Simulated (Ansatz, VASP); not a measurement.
Two plane-wave programs on LiNbO3

```
CELL_PARAMETERS angstrom
2.56728 1.48222 4.60843
-2.56728 1.48222 4.60843
0.00000 -2.96444 4.60843
ATOMIC_POSITIONS crystal
Li 0.28174 0.28174 0.28174
Li 0.78174 0.78174 0.78174
Nb 0.99931 0.99931 0.99931
Nb 0.49931 0.49931 0.49931
O 0.11026 0.36085 0.71950
O 0.71950 0.11026 0.36085
O 0.36085 0.71950 0.11026
O 0.21950 0.86085 0.61026
O 0.86085 0.61026 0.21950
O 0.61026 0.21950 0.86085
```

Alike in both runs: functional PBEsol; k mesh 6 × 6 × 6; occupations gaussian, width 0.02 eV; no spin polarisation.

Ansatz relaxed the structure, and its values are those at the end. VASP's run is a single point on that final structure, the one shown.

|  | VASP | Ansatz |
| --- | --- | --- |
| version | VASP 6.6.1 | Ansatz 0.2.0 |
| potentials or method | VASP PAW PBE potentials, release 64 (Li_sv, Nb_sv, O), cutoff 520 eV | scalar-relativistic, plane waves, PAW |
| valence electrons in the cell | 68 | 68 |

```tsv
	VASP	Ansatz	Ansatz less VASP
gap on the k mesh at the Fermi level (eV)	3.51	3.52	+0.012
least direct gap on the mesh (eV)	3.53	3.54	+0.011
rms of the force components (eV/Å)	0.013	0.001	-0.0119
```

VASP's potentials were made for PBE, not for PBEsol.

Noted on VASP's run: the cutoff is short for stress, so the pressure is rough.
